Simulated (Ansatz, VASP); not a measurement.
**SnO: VASP beside Ansatz**

```
CELL_PARAMETERS angstrom
2.73500 -2.73498 0.00000
2.73500 2.73498 0.00000
0.00000 0.00000 10.17081
ATOMIC_POSITIONS crystal
Sn 0.75003 0.24997 0.86402
Sn 0.24997 0.75003 0.13598
Sn 0.74997 0.25003 0.36402
Sn 0.25003 0.74997 0.63598
O 0.24996 0.25004 0.25000
O 0.75004 0.74996 0.75000
O 0.25004 0.24996 0.75000
O 0.74996 0.75004 0.25000
```

Alike in both runs: functional PBE; k mesh 10 × 10 × 4; occupations gaussian, width 0.02 eV; no spin polarisation.

Ansatz relaxed the structure, and its values are those at the end. VASP's run is a single point on that final structure, the one shown.

```csv
,VASP,Ansatz
version,VASP 6.6.1,Ansatz 0.2.0
potentials or method,"VASP PAW PBE potentials, release 64 (Sn_d, O_h), cutoff 910 eV","scalar-relativistic, plane waves, PAW"
valence electrons in the cell,80,80
```

|  | VASP | Ansatz | Ansatz less VASP |
| --- | --- | --- | --- |
| gap on the k mesh at the Fermi level (eV) | 0.53 | 0.52 | -0.010 |
| least direct gap on the mesh (eV) | 1.73 | 1.77 | +0.044 |
| rms of the force components (eV/Å) | 0.029 | 0.000 | -0.0285 |

Noted on VASP's run: the cutoff is under 1.25 times that of the potentials, so the pressure is a little rough.
